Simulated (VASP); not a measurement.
Write the native input for VASP 6.6.1 that does the following.

| Property | Result |
| --- | --- |
| Task | single point |
| Functional | PBEsol |
| Dispersion | D3(BJ) |
| Potentials or basis | VASP PAW PBE potentials, release 64 (Zn, Cu) |
| Cutoff | 520 eV |
| k mesh | 9 × 9 × 9 |
| Occupations | fermi-dirac, width 0.05 eV |
| Spin | no spin polarisation |
| Dipole correction | no |
| Further INCAR settings | ALGO = Fast; EDIFF = 1e-06; NBANDS = 18 |

The structure of ZnCu lies in POSCAR:

```
ZnCu
1.0
    2.9450000000      0.0000000000      0.0000000000
    0.0000000000      2.9450000000      0.0000000000
    0.0000000000      0.0000000000      2.9450000000
Zn Cu
1 1
Direct
    0.5000000000      0.5000000000      0.5000000000
    0.0000000000      0.0000000000      0.0000000000
```

One way to write it, as run:

INCAR

```
SYSTEM = ZnCu
  PREC = Accurate
  ENCUT = 520
  EDIFF = 1E-6
  ISMEAR = -1
  SIGMA = 0.05
  LREAL = .FALSE.
  LASPH = .TRUE.
  NELM = 60
  ALGO = Fast
  ISIF = 2
  LWAVE = .FALSE.
  LCHARG = .FALSE.
  GGA = PS
  IVDW = 12
  NBANDS = 18
```

KPOINTS

```
regular mesh
0
G
  9 9 9
  0 0 0
```

Potentials or basis: VASP PAW PBE potentials, release 64 (Zn, Cu).

Launch:

```bash
$ cat potpaw_PBE.64/Zn/POTCAR potpaw_PBE.64/Cu/POTCAR > POTCAR
$ mpirun -np 1 vasp_std > vasp.out
```

Results of the run:

* Pressure: -9.6 GPa
* Dispersion energy per atom: -0.455 eV

Caveat: three body term missing; the PAW data sets were made with another functional, which shifts forces and pressure a little; pairwise dispersion overbinds metals, which lowers pressure and volume.

Run time: 27 s on 1 thread of Intel Xeon 8259CL, with other jobs on the host, peak memory 0.15 GiB.
